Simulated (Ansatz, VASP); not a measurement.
**SrO: VASP beside Ansatz**

Contents of INCAR:

```
PREC     = Accurate       # precision mode
ENCUT    = 520            # plane-wave cutoff, eV
EDIFF    = 1E-8           # SCF threshold, eV
ISMEAR   = -1             # smearing method
SIGMA    = 0.02           # smearing width, eV
LREAL    = F              # projectors in reciprocal space
LASPH    = T              # aspherical terms in the spheres
NELM     = 100            # most SCF steps
ALGO     = Normal         # electronic algorithm
ISIF     = 2              # what is computed and relaxed
LWAVE    = F              # write WAVECAR
LCHARG   = F              # write CHGCAR
GGA      = PE             # functional
LEFG     = T            
NBANDS   = 15             # bands
```

KPOINTS

```
Automatic mesh
0
Gamma
  8 8 8
```

POSCAR

```
SrO
1.0
    0.0000000000      2.5698000000      2.5184040000
    2.5698000000      0.0000000000      2.5184040000
    2.5698000000      2.5698000000      0.0000000000
Sr O
1 1
Direct
    0.0000000000      0.0000000000      0.0000000000
    0.5000000000      0.5000000000      0.5000000000
```

Input for Ansatz:

```yaml
crystal:
  lattice:
    - [0.0, 2.5698, 2.518404]
    - [2.5698, 0.0, 2.518404]
    - [2.5698, 2.5698, 0.0]
  atoms:
    - { symbol: Sr, position: [0.0, 0.0, 0.0] }
    - { symbol: O, position: [0.5, 0.5, 0.5] }
kpoints:
  mp_grid: { grid: [8, 8, 8] }
scf:
  occupations: { method: fermi_dirac, width: 0.02 }
hamiltonian:
  xc: pbe
  pseudopotentials: { kind: paw }
output:
  forces: true
  stress: true
  eigenvalues: true
  efg: { contact_densities: true }
  write_density: true
  write_potential: true
  elf: true
  volumetric_format: npy
```

Change from the starting cell: zz strain of -2 %, PAW files.

Alike in both runs: task electric field gradients; functional PBE; k mesh 8 × 8 × 8; occupations fermi-dirac, width 0.02 eV; no spin polarisation.

|  | VASP | Ansatz |
| --- | --- | --- |
| version | VASP 6.6.1 | Ansatz 0.2.0 |
| potentials or method | VASP PAW PBE potentials, release 64 (Sr_sv, O) | PAW with Ansatz's default frozen-core files, scalar-relativistic |
| plane-wave cutoff (eV) | 520 | 420 |
| valence electrons in the cell | 16 | 16 |

|  | VASP | Ansatz | Ansatz less VASP |
| --- | --- | --- | --- |
| gap on the k mesh at the Fermi level (eV) | 3.15 | 3.20 | +0.052 |
| pressure (GPa) | 5.7 | 5.1 | -0.65 |
| traceless stress, the component that is largest in VASP (GPa) | 2.24 | 2.12 | -0.117 |
| size of Vzz on the site where it differs most (V/Å²) | 7.2 | 7.0 | -0.27 |
